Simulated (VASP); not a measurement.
# B16N15 (a cell with a defect) (vacancy hop of N) in VASP: a series of runs

B16N15 (a cell with a defect) (vacancy hop of N) is run at these levels: PBE; tasks: single point.

Program: VASP 6.6.1. These are calculated values, not measurements. Logs are shortened: lines on timing, memory, paths and dates and some standing lists are left out, and cuts for length are marked.

## (1) The cell of the first run

The cell holds a defect, 31 atoms: a = 6.277 Å, b = 6.277 Å, c = 6.277 Å, α = 109.47°, β = 109.47°, γ = 109.47°.

## (2) Single point, PBE

INCAR

```
ALGO = Normal
EDIFF = 1E-6
ENCUT = 520
GGA = PE
GGA_COMPAT = False
ISIF = 2
ISMEAR = -1
LASPH = True
LCHARG = True
LELF = True
LREAL = Auto
LVHAR = True
LWAVE = False
NBANDS = 82
NELECT = 120.0
NELM = 120
PREC = Accurate
SIGMA = 0.01
```

KPOINTS

```
k-points
0
Gamma
  1 1 1
```

POSCAR

```
B16N15
1.0
   -3.6241103800      3.6241103800     -3.6241103800
    3.6241103800      3.6241103800      3.6241103800
    3.6241103800     -3.6241103800     -3.6241103800
B N
16 15
Direct
    0.0062703664      0.0096242930      0.0072630238
   -0.0077156866      0.2498958103      0.7530191451
   -0.0077264479      0.5026539782      0.5002297971
    0.0062447049      0.7568907159      0.2599476565
    0.2465411939     -0.0028578048      0.7405222851
    0.1909458950      0.2499122281      0.5002702208
    0.2465301567      0.4901684313      0.2475092936
    0.2590179110      0.7568792648      0.0072375003
    0.4992563168     -0.0584303395      0.5002355916
    0.4992393471      0.2498965001      0.1919105455
    0.4992796329      0.5026550819     -0.0067415165
    0.4992709411      0.7428945914      0.7529682360
    0.7395305934     -0.0028282803      0.2475339893
    0.7520045513      0.2499166430     -0.0067572445
    0.8075849500      0.5581985061      0.8085391152
    0.7520166922      0.7429005239      0.5002720143
    0.0024314933      0.0031851955      0.2535376696
   -0.0007372844      0.2498836694      0.0002585462
   -0.0038525317      0.5000209182      0.7503698052
   -0.0007172795      0.7499130035      0.5002524233
    0.2525268008      0.0031469792      0.0033702064
    0.2491467989      0.2498878083      0.7469881478
    0.2491226550      0.4966406404      0.5002569762
    0.2525234896      0.7530018995      0.2534873124
    0.4992749421     -0.0002280560      0.7469742133
    0.4992709411      0.4966334662      0.2501128291
    0.4992886006      0.7499123137      0.0002555110
    0.7460048720     -0.0002504063      0.5002658059
    0.7459687252      0.2498937408      0.2501186236
    0.7494200549      0.5000436824     -0.0028819486
    0.7493832183      0.7467373276      0.7503529735
```

Potentials or basis: VASP PAW PBE potentials, release 64 (B, N).

On the command line:

```
$ cat potpaw_PBE.64/B/POTCAR potpaw_PBE.64/N/POTCAR > POTCAR
$ mpirun -np 1 vasp_gam > vasp.out
```

OUTCAR:

```text
EDIFF = 1E-6
   ENCUT = 520
   GGA = PE
   ISIF = 2
   ISMEAR = -1
   LASPH = True
   LREAL = Auto
   NELECT = 120.0
   NELM = 120
   PREC = Accurate

 ion  position               nearest neighbor table
   1  0.006  0.010  0.007-  18 1.54  17 1.57  21 1.57  31 1.63
   2  0.992  0.250  0.753-  18 1.54  19 1.57  28 1.57  22 1.63
   3  0.992  0.503  0.500-  20 1.54  29 1.57  19 1.57  23 1.63
   4  0.006  0.757  0.260-  20 1.54  17 1.57  24 1.57  30 1.63
   5  0.247  0.997  0.741-  20 1.54  25 1.57  22 1.57  21 1.63
   6  0.191  0.250  0.500-  17 1.47  22 1.47  23 1.47
   7  0.247  0.490  0.248-  18 1.54  26 1.57  23 1.57  24 1.63
   8  0.259  0.757  0.007-  27 1.54  24 1.57  21 1.57  19 1.63
   9  0.499  0.942  0.500-  25 1.47  28 1.47  24 1.47
  10  0.499  0.250  0.192-  26 1.47  29 1.47  21 1.47
  11  0.499  0.503  0.993-  27 1.54  22 1.57  30 1.57  26 1.63
  12  0.499  0.743  0.753-  27 1.54  31 1.57  23 1.57  25 1.63
  13  0.740  0.997  0.248-  27 1.54  29 1.57  28 1.57  17 1.63
  14  0.752  0.250  0.993-  18 1.54  30 1.57  25 1.57  29 1.63
  15  0.808  0.558  0.809-  31 1.47  19 1.47  30 1.47
  16  0.752  0.743  0.500-  20 1.54  31 1.57  26 1.57  28 1.63
  17  0.002  0.003  0.254-   6 1.47   1 1.57   4 1.57  13 1.63
  18  0.999  0.250  0.000-   2 1.54   1 1.54  14 1.54   7 1.54
  19  0.996  0.500  0.750-  15 1.47   2 1.57   3 1.57   8 1.63
  20  0.999  0.750  0.500-   3 1.54   5 1.54  16 1.54   4 1.54
  21  0.253  0.003  0.003-  10 1.47   1 1.57   8 1.57   5 1.63
[... 8 lines left out ...]
  30  0.749  0.500  0.997-  15 1.47  14 1.57  11 1.57   4 1.63
  31  0.749  0.747  0.750-  15 1.47  16 1.57  12 1.57   1 1.63

  LATTYP: Found a body centered cubic cell.
 ALAT       =     7.2482207600

  Lattice vectors:

 A1 = (  -3.6241103800,   3.6241103800,  -3.6241103800)
 A2 = (   3.6241103800,   3.6241103800,   3.6241103800)
 A3 = (   3.6241103800,  -3.6241103800,  -3.6241103800)

Analysis of symmetry for initial positions (statically):
=====================================================================
 Subroutine PRICEL returns:
 Original cell was already a primitive cell.

 Routine SETGRP: Setting up the symmetry group for a
 body centered cubic supercell.

 Subroutine GETGRP returns: Found  1 space group operations
 (whereof  1 operations were pure point group operations)
 out of a pool of 48 trial point group operations.

The static configuration has the point symmetry C_1 .

Analysis of symmetry for dynamics (positions and initial velocities):
=====================================================================
 Subroutine PRICEL returns:
 Original cell was already a primitive cell.

 Routine SETGRP: Setting up the symmetry group for a
 body centered cubic supercell.

 Subroutine GETGRP returns: Found  1 space group operations
 (whereof  1 operations were pure point group operations)
 out of a pool of 48 trial point group operations.

The dynamic configuration has the point symmetry C_1 .

 Subroutine INISYM returns: Found  1 space group operations
 (whereof  1 operations are pure point group operations),
 and found     1 'primitive' translations

----------------------------------------------------------------------------------------

                                     Primitive cell

  volume of cell :     190.3988

  direct lattice vectors                    reciprocal lattice vectors
    -3.624110380  3.624110380 -3.624110380     0.000000000  0.137964893 -0.137964893
     3.624110380  3.624110380  3.624110380     0.137964893  0.137964893  0.000000000
     3.624110380 -3.624110380 -3.624110380     0.137964893  0.000000000 -0.137964893

  length of vectors
     6.277143310  6.277143310  6.277143310     0.195111823  0.195111823  0.195111823

  position of ions in fractional coordinates (direct lattice)
     0.006270366  0.009624293  0.007263024
     0.992284313  0.249895810  0.753019145
     0.992273552  0.502653978  0.500229797
     0.006244705  0.756890716  0.259947657
     0.246541194  0.997142195  0.740522285
     0.190945895  0.249912228  0.500270221
[... 23 lines left out ...]
     0.749420055  0.500043682  0.997118051
     0.749383218  0.746737328  0.750352973

  ion indices of the primitive-cell ions
   primitive index   ion index
                 1           1
                 2           2
                 3           3
                 4           4
                 5           5
                 6           6
[... 23 lines left out ...]
                30          30
                31          31

----------------------------------------------------------------------------------------

 KPOINTS: k-points

Automatic generation of k-mesh.
 Grid dimensions read from file:
 generate k-points for:    1    1    1

 Generating k-lattice:

  Cartesian coordinates                     Fractional coordinates (reciprocal lattice)
     0.000000000  0.137964893 -0.137964893     1.000000000  0.000000000  0.000000000
     0.137964893  0.137964893  0.000000000     0.000000000  1.000000000  0.000000000
     0.137964893  0.000000000 -0.137964893     0.000000000  0.000000000  1.000000000

  Length of vectors
     0.195111823  0.195111823  0.195111823

  Shift w.r.t. Gamma in fractional coordinates (k-lattice)
     0.000000000  0.000000000  0.000000000

 Subroutine IBZKPT returns following result:
 ===========================================

 Found      1 irreducible k-points:

 Following reciprocal coordinates:
            Coordinates               Weight
  0.000000  0.000000  0.000000      1.000000
   k-points           NKPTS =      1   k-points in BZ     NKDIM =      1   number of bands    NBANDS=     82
   number of dos      NEDOS =    301   number of ions     NIONS =     31
   total plane-waves  NPLWV = 110592
   dimension x,y,z NGX =    48 NGY =   48 NGZ =   48
   dimension x,y,z NGXF=    96 NGYF=   96 NGZF=   96
   ions per type =              16  15
   NGX,Y,Z   is equivalent  to a cutoff of  12.71, 12.71, 12.71 a.u.
   NGXF,Y,Z  is equivalent  to a cutoff of  25.42, 25.42, 25.42 a.u.
 SYSTEM =  unknown system
   PREC   = accura    normal or accurate (medium, high low for compatibility)
   ISTART =      0    job   : 0-new  1-cont  2-samecut
   ICHARG =      2    charge: 1-file 2-atom 10-const
   ISPIN  =      1    spin polarized calculation?
   LNONCOLLINEAR =      F non collinear calculations
   LSORBIT =      F    spin-orbit coupling
   LASPH  =      T    aspherical Exc in radial PAW
   ENCUT  =  520.0 eV  38.22 Ry    6.18 a.u.  11.67 11.67 11.67*2*pi/ulx,y,z
   NELM   =    120;   NELMIN=  2; NELMDL= -5     # of ELM steps
   EDIFF  = 0.1E-05   stopping-criterion for ELM
   LREAL  =      T    real-space projection
   EDIFFG = 0.1E-04   stopping-criterion for IOM
   NSW    =      0    number of steps for IOM
   IBRION =     -1    ionic relax: 0-MD 1-quasi-New 2-CG
   NFREE  =      0    steps in history (QN), initial steepest desc. (CG)
   ISIF   =      2    stress and relaxation
   ISYM   =      2    0-nonsym 1-usesym 2-fastsym
   POTIM  = 0.5000    time-step for ionic-motion
   TEBEG  =    0.0;   TEEND  =   0.0 temperature during run
   PSTRESS=    0.0 pullay stress
   NELECT =     120.0000    total number of electrons
   NUPDOWN=      -1.0000    fix difference up-down
   EMIN   =  10.00;   EMAX   =-10.00  energy-range for DOS
   EFERMI =   0.00;   METHOD = LEGACY
   ISMEAR =    -1;   SIGMA  =   0.01  broadening in eV -4-tet -1-fermi 0-gaus
   EFERMI_NEDOS =   21; number of points for ismear=-14 and -15
   IALGO  =     38    algorithm
   IMIX   =      4    mixing-type and parameters
     AMIX     =   0.40;   BMIX     =  1.00
     AMIX_MAG =   1.60;   BMIX_MAG =  1.00
  volume/ion in A,a.u.               =       6.14        41.45
  Fermi-wavevector in a.u.,A,eV,Ry     =   1.403612  2.652443 26.805212  1.970127
  Thomas-Fermi vector in A             =   2.526257
   LORBIT       =      0    0 simple, 1 ext, 2 COOP (PROOUT), +10 PAW based schemes
   GGA     = PE    functional components
   LHFCALC =     F    Hartree Fock is set to
   AEXX    =    0.0000 exact exchange contribution
   IVDW    =     0    specifies the selected vdW correction
   LEPSILON=     F    determine dielectric tensor
   LRPA    =     F    only Hartree local field effects (RPA)
 non-spin polarized calculation
  energy-cutoff  :      520.00
  volume of cell :      190.40
 maximum number of plane-waves:      2545
 NGX is ok and might be reduce to    48
   NGX = 23   NGY = 23   NGZ = 23

 number of electron     120.0000019 magnetization

 Free energy of the ion-electron system (eV)
  ---------------------------------------------------
  ext. energy  EPLUGINS =         0.00000000
  ---------------------------------------------------
  free energy    TOTEN  =      -287.65088494 eV

  energy without entropy =     -287.65088494  energy(sigma->0) =     -287.65088494

 E-fermi :   6.5787     XC(G=0): -12.3225

 val. band max:        6.2421343357   @ k =   0.0000   0.0000   0.0000
 cond. band min:       7.8670961580   @ k =   0.0000   0.0000   0.0000
 fundamental gap:      1.6249618223
 Fermi energy:         6.5787375237

 k-point     1 :       0.0000    0.0000    0.0000
  band No.  band energies     occupation
      1     -13.0425      2.00000
      2      -9.8399      2.00000
      3      -9.8398      2.00000
      4      -9.8398      2.00000
      5      -9.6201      2.00000
      6      -9.6198      2.00000
[... 64 lines left out ...]
     71      16.3462      0.00000
     72      16.3464      0.00000
 [bands above 72 left out]

------------------------ aborting loop because EDIFF is reached ----------------------------------------

  FORCE on cell =-STRESS in cart. coord.  units (eV):
  Direction    XX          YY          ZZ          XY          YZ          ZX
  --------------------------------------------------------------------------------------
  -------------------------------------------------------------------------------------
  Total      -22.9027892    -22.9085693    -22.9029506      0.0008188      0.0001770      0.0038070
  in kB     -192.7235187   -192.7721577   -192.7248774      0.0068902      0.0014895      0.0320350
  external PRESSURE =    -192.7401846 kB  Pullay stress =       0.0000000 kB

 VOLUME and BASIS-vectors are now :
 -----------------------------------------------------------------------------
  energy-cutoff  :      520.00
  volume of cell :      190.40
      direct lattice vectors                 reciprocal lattice vectors
    -3.624110380  3.624110380 -3.624110380     0.000000000  0.137964893 -0.137964893
     3.624110380  3.624110380  3.624110380     0.137964893  0.137964893  0.000000000
     3.624110380 -3.624110380 -3.624110380     0.137964893  0.000000000 -0.137964893

 POSITION                                       TOTAL-FORCE (eV/Angst)
 -----------------------------------------------------------------------------------
      0.03848      0.03128     -0.01417        -0.009381     -0.007759      0.000038
      0.03853      1.77277     -5.41952        -0.011308      0.009349      0.005524
      0.03845      3.60489     -3.58732        -0.008196     -0.006282     -0.010692
      3.66250      1.82361      1.77834        -0.006985      0.001494      0.003133
      5.40400      1.82351      0.03653         0.010243      0.003773     -0.006391
      2.02673     -0.21532     -1.59933        -0.008503      0.007316     -0.006642
[... 23 lines left out ...]
      2.70990      0.91453     -4.51743         0.009375     -0.009883     -0.006822
      2.70977      2.70274     -2.72895         0.010030      0.008217      0.005749
 -----------------------------------------------------------------------------------
    total drift:                               -0.002373      0.003201      0.000368

  FREE ENERGIE OF THE ION-ELECTRON SYSTEM (eV)
  ---------------------------------------------------
  free  energy   TOTEN  =      -287.6508849427 eV

  energy  without entropy=     -287.6508849427  energy(sigma->0) =     -287.65088494
```

It took 31 s on 1 thread of Intel Xeon Platinum 8488C (Sapphire Rapids), shared host; peak memory 0.31 GiB.

Results:

```
Free energy   : -287.6509 eV
Largest force : 0.019 eV/Å
```

Forces on the atoms (eV/Å):
```
B   -0.009 -0.008  0.000
B   -0.011  0.009  0.006
B   -0.008 -0.006 -0.011
B   -0.007  0.001  0.003
B    0.010  0.004 -0.006
B   -0.009  0.007 -0.007
B    0.008  0.007 -0.003
B    0.003 -0.009  0.011
B    0.005  0.006  0.006
B    0.005 -0.006 -0.009
B   -0.004 -0.010 -0.010
B    0.001  0.008  0.008
B    0.001  0.010 -0.008
B    0.008 -0.012 -0.002
B   -0.005 -0.006  0.006
B    0.006  0.001  0.011
N   -0.011 -0.011  0.011
N    0.001  0.001  0.000
N   -0.008  0.008 -0.008
N   -0.001 -0.002  0.002
N   -0.009 -0.010  0.009
N    0.012 -0.008 -0.010
N    0.006  0.012  0.009
N   -0.006 -0.007  0.009
N    0.010 -0.009 -0.009
N    0.011  0.009  0.009
N   -0.001  0.000  0.000
N   -0.008  0.012 -0.006
N   -0.010  0.012 -0.010
N    0.009 -0.010 -0.007
N    0.010  0.008  0.006
```

Caveat: the k points lie up to 1.23 Å⁻¹ apart; the cell carries a net charge on a neutralising background, which shifts energy and pressure; the cell is charged against a uniform background, so pressure and absolute levels hang on convention.

## (3) Single point, PBE

INCAR

```
  PREC = Accurate
  ENCUT = 520
  EDIFF = 1E-6
  ISMEAR = -1
  SIGMA = 0.01
  LREAL = Auto
  LASPH = T
  NELM = 120
  ALGO = Normal
  ISIF = 2
  LWAVE = F
  LCHARG = F
  GGA = PE
  NELECT = 120.0
  NBANDS = 82
  GGA_COMPAT = F
```

KPOINTS

```
Automatic mesh
0
Gamma
  1 1 1
```

POSCAR

```
B16N15
1.0
   -3.6241103800      3.6241103800     -3.6241103800
    3.6241103800      3.6241103800      3.6241103800
    3.6241103800     -3.6241103800     -3.6241103800
B N
16 15
Direct
    0.0001193396      0.0023142231     -0.0556132344
    0.0001113377      0.2551220584      0.7457529481
    0.0001091302      0.4953559113      0.5054341088
    0.0001205813      0.6940323931      0.2527025681
    0.2528497766      0.0023706508      0.7457038326
    0.3084049278      0.3106769336      0.5610058157
    0.2528221836      0.4953214201      0.2526920827
    0.2404076887      0.7495969259     -0.0000198669
    0.4931215699      0.0023438856      0.5054152076
    0.4931294339      0.2551161259      0.2526853225
    0.5071182462      0.5093306512      0.0124107699
    0.5071048636      0.7621147566      0.7596730539
    0.6918237132      0.0023660979      0.2527096043
    0.7474166667      0.2426136094     -0.0000137965
    0.7598177791      0.5093157510      0.7597017506
    0.7473861765      0.7496224494      0.4929652557
    0.4969292630      0.2524532655      0.5027749734
    0.0001215471      0.2490423595      0.0025698721
    0.0001019561      0.5023588713      0.7526963072
    0.0001238925      0.7522276405      0.4994089060
    0.2468608586      0.0023269159      0.0025498671
    0.2502318928      0.2525030708      0.7495687811
    0.2502633488      0.4992432101      0.5028460253
    0.2468245738      0.7521801806      0.2526867021
    0.5001169418      0.0023890001      0.7526878914
    0.5001145964      0.5023755651      0.2526862882
    0.5032942733      0.7556266815      0.0059535990
    0.7499978519      0.0023790666      0.4994582974
    0.7499844693      0.2490848527      0.2526977393
    0.7534097237      0.5054728769      0.0059930570
    0.7533750945      0.7556015719      0.7558191426
```

Potentials or basis: VASP PAW PBE potentials, release 64 (B, N).

On the command line:

```
$ cat potpaw_PBE.64/B/POTCAR potpaw_PBE.64/N/POTCAR > POTCAR
$ mpirun -np 1 vasp_gam > vasp.out
```

Run time: 27 s. Hardware: 1 thread of Intel Xeon Platinum 8488C (Sapphire Rapids), shared host; peak memory 0.31 GiB.

Results (log left out):

| Quantity | Value |
| --- | --- |
| Free energy | -287.6508 eV |
| Largest force | 0.022 eV/Å |

Forces in eV/Å, atoms in the order of the input:
```
B    0.003 -0.006 -0.007
B   -0.007 -0.007 -0.008
B   -0.001  0.010  0.008
B    0.005  0.008  0.007
B    0.007 -0.009  0.001
B   -0.011 -0.006  0.003
B    0.008  0.004  0.006
B    0.002  0.009 -0.003
B   -0.007  0.007  0.005
B   -0.011 -0.006 -0.008
B   -0.006  0.004  0.009
B   -0.010 -0.009 -0.006
B   -0.009  0.004 -0.006
B    0.009  0.006  0.004
B    0.001 -0.003  0.009
B    0.009  0.001 -0.008
N   -0.006  0.008 -0.011
N    0.013  0.010  0.010
N    0.000 -0.001 -0.003
N    0.015 -0.012 -0.010
N   -0.005  0.010 -0.009
N    0.007 -0.010 -0.011
N    0.010  0.007  0.012
N   -0.009  0.015 -0.011
N   -0.001 -0.002 -0.004
N   -0.001 -0.003 -0.002
N   -0.005 -0.011  0.008
N    0.006 -0.010 -0.008
N    0.010  0.011  0.008
N   -0.011 -0.010  0.016
N   -0.007 -0.010  0.009
```

Levels at points of the mesh, in eV from the Fermi level:
```tsv
k point	band 57	band 58	band 59	band 60	band 61	band 62	band 63	band 64
(0.00, 0.00, 0.00)	-1.29	-0.34	-0.34	-0.34	1.29	5.54	5.54	5.70
```

Caveat: the k points lie up to 1.23 Å⁻¹ apart; the cell carries a net charge on a neutralising background, which shifts energy and pressure; the cell is charged against a uniform background, so pressure and absolute levels hang on convention.

[end of part 1 of 2]
